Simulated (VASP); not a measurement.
Input of a VASP 6.6.1 run:

INCAR

```
ALGO = Normal ; EDIFF = 1E-6
ENCUT = 520 ; GGA = PS
ISIF = 2 ; ISMEAR = 0
LASPH = True ; LCHARG = True
LELF = True ; LREAL = False
LVHAR = True ; LWAVE = False
NBANDS = 11 ; NELM = 80
PREC = Accurate ; SIGMA = 0.05
```

The input KPOINTS:

```
k-points
0
Gamma
  10 10 10
```

POSCAR

```
AlN
1.0
    0.0000000000      2.1839935596      2.1839935596
    2.1839935596      0.0000000000      2.1839935596
    2.1839935596      2.1839935596      0.0000000000
Al N
1 1
Direct
    0.0485651694      0.0000000000      0.0000000000
    0.7500000000      0.7500000000      0.7500000000
```

Potentials or basis: VASP PAW PBE potentials, release 64 (Al, N).

Launch:

```console
$ cat potpaw_PBE.64/Al/POTCAR potpaw_PBE.64/N/POTCAR > POTCAR
$ mpirun -np 1 vasp_std > vasp.out
```

Question: Predict the pressure.

Answer: 4.2 GPa.

Question: Predict the largest force.

Answer: 2.396 eV/Å.

Question: Predict the band gap on the k mesh.

Answer: 2.80 eV, indirect (least direct gap 3.71 eV).

Forces on the atoms (eV/Å):
```
Al   0.708 -1.619 -1.619
N   -0.708  1.619  1.619
```

Caveat: the cell differs from its parent crystal (all Al atoms moved -0.150 Å, as atom 1 towards its neighbour atom 1 (Al) at 3.089 Å); the PAW data sets were made with another functional, which shifts forces and pressure a little. A k mesh can miss the band edges.
